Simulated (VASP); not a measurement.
# PbS (Galena) (Fm-3m) in VASP: notebook

Aim: see how the results for PbS (Galena) move with the level of theory and the settings. Levels: PBE+D4, PBE, PBEsol. Tasks: single point, relaxation of cell and atoms.

All numbers are computed with VASP 6.6.1; they aren't measurements. Logs are shortened: lines on timing, memory, paths and dates and some standing lists are left out, and cuts for length are marked.

### 1 The cell of the first run

The structure is cubic, space group Fm-3m (No. 225). Conventional cell: a = 5.928 Å, b = 5.928 Å, c = 5.928 Å, α = 90.00°, β = 90.00°, γ = 90.00°. Pb (site symmetry m-3m) has 6 S at 2.96 Å within 3.9 Å. Within 3.9 Å of S (site symmetry m-3m) lie 6 Pb at 2.96 Å.

### 2 Single point, PBE+D4

Input file INCAR:

```
SYSTEM = PbS
ALGO = Normal
EDIFF = 1E-6
ENCUT = 500
GGA = PE
GGA_COMPAT = .FALSE.
ISIF = 2
ISMEAR = 0
IVDW = 13
LASPH = .TRUE.
LCHARG = .FALSE.
LREAL = .FALSE.
LWAVE = .FALSE.
NBANDS = 17
NELM = 120
PREC = Accurate
SIGMA = 0.01
```

Input file KPOINTS:

```
k-points
0
G
  5 5 5
  0 0 0
```

Input file POSCAR:

```
PbS
1.0
    0.0000000000      2.9640633896      2.9640633896
    2.9640633896      0.0000000000      2.9640633896
    2.9640633896      2.9640633896      0.0000000000
Pb S
1 1
Direct
    0.0000000000      0.0000000000      0.0000000000
    0.5000000000      0.5000000000      0.5000000000
```

Potentials or basis: VASP PAW PBE potentials, release 64 (Pb_d, S).

Run with:

```
$ cat potpaw_PBE.64/Pb_d/POTCAR potpaw_PBE.64/S/POTCAR > POTCAR
$ mpirun -np 1 vasp_std > vasp.out
```

OUTCAR:

```text
SYSTEM = PbS
   EDIFF = 1E-6
   ENCUT = 500
   GGA = PE
   ISIF = 2
   ISMEAR = 0
   IVDW = 13
   LASPH = .TRUE.
   LREAL = .FALSE.
   NELM = 120
   PREC = Accurate

 ion  position               nearest neighbor table
   1  0.000  0.000  0.000-   2 2.96   2 2.96   2 2.96   2 2.96   2 2.96   2 2.96
   2  0.500  0.500  0.500-   1 2.96   1 2.96   1 2.96   1 2.96   1 2.96   1 2.96

  LATTYP: Found a face centered cubic cell.
 ALAT       =     5.9281267792

  Lattice vectors:

 A1 = (   0.0000000000,   2.9640633896,   2.9640633896)
 A2 = (   2.9640633896,   0.0000000000,   2.9640633896)
 A3 = (   2.9640633896,   2.9640633896,   0.0000000000)

Analysis of symmetry for initial positions (statically):
=====================================================================
 Subroutine PRICEL returns:
 Original cell was already a primitive cell.

 Routine SETGRP: Setting up the symmetry group for a
 face centered cubic supercell.

 Subroutine GETGRP returns: Found 48 space group operations
 (whereof 48 operations were pure point group operations)
 out of a pool of 48 trial point group operations.

The static configuration has the point symmetry O_h .

Analysis of symmetry for dynamics (positions and initial velocities):
=====================================================================
 Subroutine PRICEL returns:
 Original cell was already a primitive cell.

 Routine SETGRP: Setting up the symmetry group for a
 face centered cubic supercell.

 Subroutine GETGRP returns: Found 48 space group operations
 (whereof 48 operations were pure point group operations)
 out of a pool of 48 trial point group operations.

The dynamic configuration has the point symmetry O_h .

 Subroutine INISYM returns: Found 48 space group operations
 (whereof 48 operations are pure point group operations),
 and found     1 'primitive' translations

----------------------------------------------------------------------------------------

                                     Primitive cell

  volume of cell :      52.0826

  direct lattice vectors                    reciprocal lattice vectors
     0.000000000  2.964063390  2.964063390    -0.168687351  0.168687351  0.168687351
     2.964063390  0.000000000  2.964063390     0.168687351 -0.168687351  0.168687351
     2.964063390  2.964063390  0.000000000     0.168687351  0.168687351 -0.168687351

  length of vectors
     4.191818645  4.191818645  4.191818645     0.292175062  0.292175062  0.292175062

  position of ions in fractional coordinates (direct lattice)
     0.000000000  0.000000000  0.000000000
     0.500000000  0.500000000  0.500000000

  ion indices of the primitive-cell ions
   primitive index   ion index
                 1           1
                 2           2

----------------------------------------------------------------------------------------

 KPOINTS: k-points

Automatic generation of k-mesh.
 Grid dimensions read from file:
 generate k-points for:    5    5    5

 Generating k-lattice:

  Cartesian coordinates                     Fractional coordinates (reciprocal lattice)
    -0.033737470  0.033737470  0.033737470     0.200000000  0.000000000  0.000000000
     0.033737470 -0.033737470  0.033737470     0.000000000  0.200000000  0.000000000
     0.033737470  0.033737470 -0.033737470     0.000000000  0.000000000  0.200000000

  Length of vectors
     0.058435012  0.058435012  0.058435012

  Shift w.r.t. Gamma in fractional coordinates (k-lattice)
     0.000000000  0.000000000  0.000000000

 Subroutine IBZKPT returns following result:
 ===========================================

 Found     10 irreducible k-points:

 Following reciprocal coordinates:
            Coordinates               Weight
  0.000000  0.000000  0.000000      1.000000
  0.200000  0.000000  0.000000      8.000000
  0.400000  0.000000  0.000000      8.000000
  0.200000  0.200000  0.000000      6.000000
  0.400000  0.200000  0.000000     24.000000
 -0.400000  0.200000  0.000000     24.000000
 -0.200000  0.200000  0.000000     12.000000
  0.400000  0.400000  0.000000      6.000000
 -0.400000  0.400000  0.000000     12.000000
 -0.400000  0.400000  0.200000     24.000000
   k-points           NKPTS =     10   k-points in BZ     NKDIM =     10   number of bands    NBANDS=     17
   number of dos      NEDOS =    301   number of ions     NIONS =      2
   total plane-waves  NPLWV =  32768
   dimension x,y,z NGX =    32 NGY =   32 NGZ =   32
   dimension x,y,z NGXF=    64 NGYF=   64 NGZF=   64
   ions per type =               1   1
   NGX,Y,Z   is equivalent  to a cutoff of  12.69, 12.69, 12.69 a.u.
   NGXF,Y,Z  is equivalent  to a cutoff of  25.38, 25.38, 25.38 a.u.
 SYSTEM =  PbS
   PREC   = accura    normal or accurate (medium, high low for compatibility)
   ISTART =      0    job   : 0-new  1-cont  2-samecut
   ICHARG =      2    charge: 1-file 2-atom 10-const
   ISPIN  =      1    spin polarized calculation?
   LNONCOLLINEAR =      F non collinear calculations
   LSORBIT =      F    spin-orbit coupling
   LASPH  =      T    aspherical Exc in radial PAW
   ENCUT  =  500.0 eV  36.75 Ry    6.06 a.u.   7.64  7.64  7.64*2*pi/ulx,y,z
   NELM   =    120;   NELMIN=  2; NELMDL= -5     # of ELM steps
   EDIFF  = 0.1E-05   stopping-criterion for ELM
   LREAL  =      F    real-space projection
   EDIFFG = 0.1E-04   stopping-criterion for IOM
   NSW    =      0    number of steps for IOM
   IBRION =     -1    ionic relax: 0-MD 1-quasi-New 2-CG
   NFREE  =      0    steps in history (QN), initial steepest desc. (CG)
   ISIF   =      2    stress and relaxation
   ISYM   =      2    0-nonsym 1-usesym 2-fastsym
   POTIM  = 0.5000    time-step for ionic-motion
   TEBEG  =    0.0;   TEEND  =   0.0 temperature during run
   PSTRESS=    0.0 pullay stress
   NELECT =      20.0000    total number of electrons
   NUPDOWN=      -1.0000    fix difference up-down
   EMIN   =  10.00;   EMAX   =-10.00  energy-range for DOS
   EFERMI =   0.00;   METHOD = LEGACY
   ISMEAR =     0;   SIGMA  =   0.01  broadening in eV -4-tet -1-fermi 0-gaus
   EFERMI_NEDOS =   21; number of points for ismear=-14 and -15
   IALGO  =     38    algorithm
   IMIX   =      4    mixing-type and parameters
     AMIX     =   0.40;   BMIX     =  1.00
     AMIX_MAG =   1.60;   BMIX_MAG =  1.00
  volume/ion in A,a.u.               =      26.04       175.74
  Fermi-wavevector in a.u.,A,eV,Ry     =   1.189928  2.248638 19.264878  1.415929
  Thomas-Fermi vector in A             =   2.326024
   LORBIT       =      0    0 simple, 1 ext, 2 COOP (PROOUT), +10 PAW based schemes
   GGA     = PE    functional components
   LHFCALC =     F    Hartree Fock is set to
   AEXX    =    0.0000 exact exchange contribution
   IVDW    =    13    specifies the selected vdW correction
   LEPSILON=     F    determine dielectric tensor
   LRPA    =     F    only Hartree local field effects (RPA)
 non-spin polarized calculation
 Gauss-broadening in eV      SIGMA  =   0.01
  energy-cutoff  :      500.00
  volume of cell :       52.08
 maximum number of plane-waves:      1363
   NGX = 15   NGY = 15   NGZ = 15

 number of electron      19.9999998 magnetization

 Free energy of the ion-electron system (eV)
  ---------------------------------------------------
  ext. energy  EPLUGINS =         0.00000000
  ---------------------------------------------------
  free energy    TOTEN  =        -8.76740843 eV

  energy without entropy =       -8.76740843  energy(sigma->0) =       -8.76740843

 E-fermi :   5.4829     XC(G=0):  -9.6950

 val. band max:        5.4379208024   @ k =   0.4000   0.0000   0.0000
 cond. band min:       6.7392524242   @ k =   0.4000   0.0000   0.0000
 fundamental gap:      1.3013316218
 Fermi energy:         5.4829313620

 k-point     1 :       0.0000    0.0000    0.0000
  band No.  band energies     occupation
      1     -10.9888      2.00000
      2     -10.9888      2.00000
      3     -10.9888      2.00000
      4     -10.9728      2.00000
      5     -10.9728      2.00000
      6      -7.7762      2.00000
[... 9 lines left out ...]
     16      12.5665      0.00000
     17      14.4922      0.00000

 k-point     2 :       0.2000    0.0000    0.0000
  band No.  band energies     occupation
      1     -10.9884      2.00000
      2     -10.9884      2.00000
      3     -10.9872      2.00000
      4     -10.9680      2.00000
      5     -10.9680      2.00000
      6      -7.4441      2.00000
[... 9 lines left out ...]
     16      13.3968      0.00000
     17      16.9111      0.00000

 k-point     3 :       0.4000    0.0000    0.0000
  band No.  band energies     occupation
      1     -11.0039      2.00000
      2     -11.0039      2.00000
      3     -10.9857      2.00000
      4     -10.9438      2.00000
      5     -10.9438      2.00000
      6      -6.7072      2.00000
[... 9 lines left out ...]
     16      15.2779      0.00000
     17      17.3077      0.00000

 k-point     4 :       0.2000    0.2000    0.0000
  band No.  band energies     occupation
      1     -11.0089      2.00000
      2     -10.9976      2.00000
      3     -10.9683      2.00000
      4     -10.9683      2.00000
      5     -10.9638      2.00000
      6      -7.3216      2.00000
[... 9 lines left out ...]
     16      14.9469      0.00000
     17      15.4160      0.00000

 k-point     5 :       0.4000    0.2000    0.0000
  band No.  band energies     occupation
      1     -11.0411      2.00000
      2     -10.9932      2.00000
      3     -10.9772      2.00000
      4     -10.9546      2.00000
      5     -10.9401      2.00000
      6      -6.6876      2.00000
[... 9 lines left out ...]
     16      16.2451      0.00000
     17      17.3485      0.00000

 k-point     6 :      -0.4000    0.2000    0.0000
  band No.  band energies     occupation
      1     -11.0359      2.00000
      2     -10.9901      2.00000
      3     -10.9757      2.00000
      4     -10.9557      2.00000
      5     -10.9425      2.00000
      6      -6.3541      2.00000
[... 9 lines left out ...]
     16      15.2829      0.00000
     17      17.5955      0.00000

 k-point     7 :      -0.2000    0.2000    0.0000
  band No.  band energies     occupation
      1     -11.0035      2.00000
      2     -10.9906      2.00000
      3     -10.9822      2.00000
      4     -10.9662      2.00000
      5     -10.9541      2.00000
      6      -6.9482      2.00000
[... 9 lines left out ...]
     16      15.7313      0.00000
     17      16.1040      0.00000

 k-point     8 :       0.4000    0.4000    0.0000
  band No.  band energies     occupation
      1     -11.1081      2.00000
      2     -11.0119      2.00000
      3     -10.9493      2.00000
      4     -10.9335      2.00000
      5     -10.9335      2.00000
      6      -6.3156      2.00000
[... 9 lines left out ...]
     16      17.6635      0.00000
     17      17.9431      0.00000

 k-point     9 :      -0.4000    0.4000    0.0000
  band No.  band energies     occupation
      1     -11.1015      2.00000
      2     -10.9994      2.00000
      3     -10.9597      2.00000
      4     -10.9391      2.00000
      5     -10.9327      2.00000
      6      -6.0915      2.00000
[... 9 lines left out ...]
     16      17.1836      0.00000
     17      18.2999      0.00000

 k-point    10 :      -0.4000    0.4000    0.2000
  band No.  band energies     occupation
      1     -11.0723      2.00000
      2     -10.9844      2.00000
      3     -10.9758      2.00000
      4     -10.9544      2.00000
      5     -10.9339      2.00000
      6      -6.2016      2.00000
[... 9 lines left out ...]
     16      17.4148      0.00000
     17      17.5262      0.00000

------------------------ aborting loop because EDIFF is reached ----------------------------------------

  DFT-D4 for vdW energy calculation

  Edisp (eV):   -0.75808

  FORCE on cell =-STRESS in cart. coord.  units (eV):
  Direction    XX          YY          ZZ          XY          YZ          ZX
  --------------------------------------------------------------------------------------
  -------------------------------------------------------------------------------------
  Total      -0.01498    -0.01498    -0.01498    -0.00000    -0.00000     0.00000
  in kB      -0.46082    -0.46082    -0.46082    -0.00000    -0.00000     0.00000
  external pressure =       -0.46 kB  Pullay stress =        0.00 kB

 VOLUME and BASIS-vectors are now :
 -----------------------------------------------------------------------------
  energy-cutoff  :      500.00
  volume of cell :       52.08
      direct lattice vectors                 reciprocal lattice vectors
     0.000000000  2.964063390  2.964063390    -0.168687351  0.168687351  0.168687351
     2.964063390  0.000000000  2.964063390     0.168687351 -0.168687351  0.168687351
     2.964063390  2.964063390  0.000000000     0.168687351  0.168687351 -0.168687351

 POSITION                                       TOTAL-FORCE (eV/Angst)
 -----------------------------------------------------------------------------------
      0.00000      0.00000      0.00000        -0.000000     -0.000000     -0.000000
      2.96406      2.96406      2.96406         0.000000      0.000000      0.000000
 -----------------------------------------------------------------------------------
    total drift:                                0.000000     -0.000000     -0.000000

  FREE ENERGIE OF THE ION-ELECTRON SYSTEM (eV)
  ---------------------------------------------------
  free  energy   TOTEN  =        -9.5254892946 eV

  energy  without entropy=       -9.5254892946  energy(sigma->0) =       -9.52548929
```

Run time: 11 s. Hardware: 1 thread of Intel Xeon 8259CL, shared host; peak memory 0.18 GiB.

What came out:

```yaml
Free_energy: -9.5255 eV
Pressure: 0.0 GPa
Dispersion_energy_per_atom: -0.379 eV
```

Caveat: this odd mesh misses L, where the gap lies, so gap, dielectric constants and Born charges aren't listed; spin-orbit coupling is left out, which moves the levels of the heavy elements.

[end of part 1 of 2]
